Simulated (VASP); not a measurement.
Write the native input for VASP 6.6.1 that does the following.

- Task: relaxation of cell and atoms
- Functional: PBE
- Potentials or basis: VASP PAW PBE potentials, release 64 (W_sv)
- Cutoff: 600 eV
- k mesh: 6 × 6 × 6
- Occupations: gaussian, width 0.1 eV
- Spin: no spin polarisation
- Dipole correction: no
- Further INCAR settings: ALGO = Normal; EDIFF = 1e-06; IBRION = 2; EDIFFG = -0.04; NSW = 90; ISIF = 3

The structure of W lies in POSCAR:

```
W
1.0
    0.0000000000      2.6305023253      2.6305023253
    2.6305023253      0.0000000000      2.6305023253
    2.6305023253      2.6305023253      0.0000000000
W
2
Direct
    0.5000000000      0.5000000000      0.5000000000
    0.7500000000      0.7500000000      0.7500000000
```

This isn't the form of W at room conditions, which is bcc.

These files were run (other wordings do the same):

INCAR

```
  PREC = Accurate
  ENCUT = 600
  EDIFF = 1E-6
  ISMEAR = 0
  SIGMA = 0.1
  LREAL = F
  LASPH = T
  NELM = 100
  ALGO = Normal
  ISIF = 3
  LWAVE = F
  LCHARG = F
  GGA = PE
  IBRION = 2
  NSW = 90
  EDIFFG = -0.04
```

KPOINTS

```
Automatic mesh
0
Gamma
  6 6 6
```

Potentials or basis: VASP PAW PBE potentials, release 64 (W_sv).

Command:

```bash
$ cat potpaw_PBE.64/W_sv/POTCAR > POTCAR
$ mpirun -np 1 vasp_std > vasp.out
```

Results of the run:

```json
{"Relaxed volume": "24.84 Å³/atom", "Relaxed cell": "a = 4.126 Å, b = 4.126 Å, c = 4.126 Å, α = 60.00°, β = 60.00°, γ = 60.00°", "Space group after relaxing (to 0.1 Å)": "Fd-3m (No. 227)", "Pressure after relaxing": "0.0 GPa", "Band gap on the k mesh": "zero (bands 14 and 15 overlap by 0.92 eV)"}
```

Caveat: the volume moved by over 15 % at a fixed basis, so the end points are rough; spin-orbit coupling is left out, which moves the levels of the heavy elements.

It took 26 s on 1 thread of Intel(R) Xeon(R) 6975P-C (Granite Rapids), on a shared host, peak memory 0.18 GiB.
